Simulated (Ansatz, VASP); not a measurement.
MgO: VASP beside Ansatz

File INCAR:

```
SYSTEM = MgO
PREC = Accurate
ENCUT = 520
EDIFF = 1E-6
ISMEAR = -1
SIGMA = 0.02
LREAL = .False.
LASPH = .True.
NELM = 100
ALGO = Normal
ISIF = 2
LWAVE = .False.
LCHARG = .False.
GGA = PE
NBANDS = 16
```

The input KPOINTS:

```
Automatic mesh
0
Gamma
  12 12 6
  0 0 0
```

POSCAR

```
MgO
1.0
    3.2882171868      0.0000000001      0.0000000000
   -1.6441085934      2.8476796169      0.0000000000
    0.0000000000      0.0000000000      4.9336790829
Mg O
2 2
Direct
    0.3333333333      0.6666666667     -0.0132221781
    0.6666666667      0.3333333333      0.4867778219
    0.3333333333      0.6666666667      0.3882221781
    0.6666666667      0.3333333333      0.8882221781
```

Input for Ansatz:

```yaml
crystal:
  lattice:
    - [3.2882171868, 1.0e-10, 0.0]
    - [-1.6441085934, 2.8476796169, 0.0]
    - [0.0, 0.0, 4.9336790829]
  atoms:
    - { symbol: Mg, position: [0.3333333333, 0.6666666667, -0.0132221781] }
    - { symbol: Mg, position: [0.6666666667, 0.3333333333, 0.4867778219] }
    - { symbol: O, position: [0.3333333333, 0.6666666667, 0.3882221781] }
    - { symbol: O, position: [0.6666666667, 0.3333333333, 0.8882221781] }
kpoints:
  mp_grid: { grid: [12, 12, 6] }
  band_path:
    path:
      - [0.0, 0.0, 0.0]
      - [0.5, 0.0, 0.0]
      - [0.3333333333, 0.3333333333, 0.0]
      - [0.0, 0.0, 0.5]
      - [0.5, 0.0, 0.5]
      - [0.3333333333, 0.3333333333, 0.5]
    npoints: 1
hamiltonian:
  xc: pbe
scf:
  occupations: { method: fermi_dirac, width: 0.02 }
  n_extra_bands: 5
output:
  forces: true
  stress: true
  eigenvalues: true
```

Change from the starting cell: uniaxial_z strain -2.0%.

Alike in both runs: task single point; functional PBE; k mesh 12 × 12 × 6; occupations fermi-dirac, width 0.02 eV; no spin polarisation.

```csv
,VASP,Ansatz
version,VASP 6.6.1,Ansatz 0.2.0
potentials or method,"VASP PAW PBE potentials, release 64 (Mg, O)","plane waves, PAW"
plane-wave cutoff (eV),520,420
valence electrons in the cell,16,32
```

```tsv
	VASP	Ansatz	Ansatz less VASP
gap on the k mesh at the Fermi level (eV)	3.57	3.59	+0.019
pressure (GPa)	5.8	6.2	+0.40
traceless stress, the component that is largest in VASP (GPa)	-0.03	-0.06	-0.029
rms of the force components (eV/Å)	0.011	0.011	-0.0001
```

Atom by atom the forces differ by 0.000 eV/Å (rms over components). The functional is the same, so the differences come from potentials, cutoffs and numerics. VASP's potentials hold 16 valence electrons a cell and Ansatz's 32, so a difference there can come from the potentials and not from the codes.
